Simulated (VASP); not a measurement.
Wanted: the native input for a VASP 6.6.1 run.

| Item | Value |
| --- | --- |
| Task | single point |
| Functional | PBE |
| Potentials or basis | VASP PAW PBE potentials, release 64 (P) |
| Cutoff | 520 eV |
| k mesh | 22 × 22 × 22 |
| Occupations | fermi-dirac, width 0.08 eV |
| Spin | no spin polarisation |
| Dipole correction | no |
| Further INCAR settings | ALGO = Normal; EDIFF = 1e-06; NBANDS = 12 |

The structure of P lies in POSCAR:

```
P
1.0
   -1.8272476093      1.8272476093      0.9680744742
    1.8272476093     -1.8272476093      0.9680744742
    1.8272476093      1.8272476093     -0.9680744742
P
2
Direct
   -0.3750000000     -0.1250000000     -0.2500000000
    0.3750000000      0.1250000000      0.2500000000
```

These files were run (other wordings do the same):

INCAR

```
  ALGO = Normal
  EDIFF = 1E-6
  ENCUT = 520
  GGA = PE
  ISIF = 2
  ISMEAR = -1
  LASPH = T
  LCHARG = F
  LREAL = F
  LWAVE = F
  NBANDS = 12
  NELM = 60
  PREC = Accurate
  SIGMA = 0.08
```

KPOINTS

```
k-points
0
Gamma
  22 22 22
```

Potentials or basis: VASP PAW PBE potentials, release 64 (P).

Command:

```sh
$ cat potpaw_PBE.64/P/POTCAR > POTCAR
$ mpirun -np 1 vasp_std > vasp.out
```

Results of the run:

```json
{
 "Pressure": "443.1 GPa",
 "Band gap on the k mesh": "zero (band 5 reaches 32.04 eV, above the bottom of band 6 at 21.04 eV)"
}
```

Wall time 98 s on 1 thread of Intel(R) Xeon(R) Platinum 8488C (Sapphire Rapids), with other jobs on the host, peak memory 0.22 GiB.
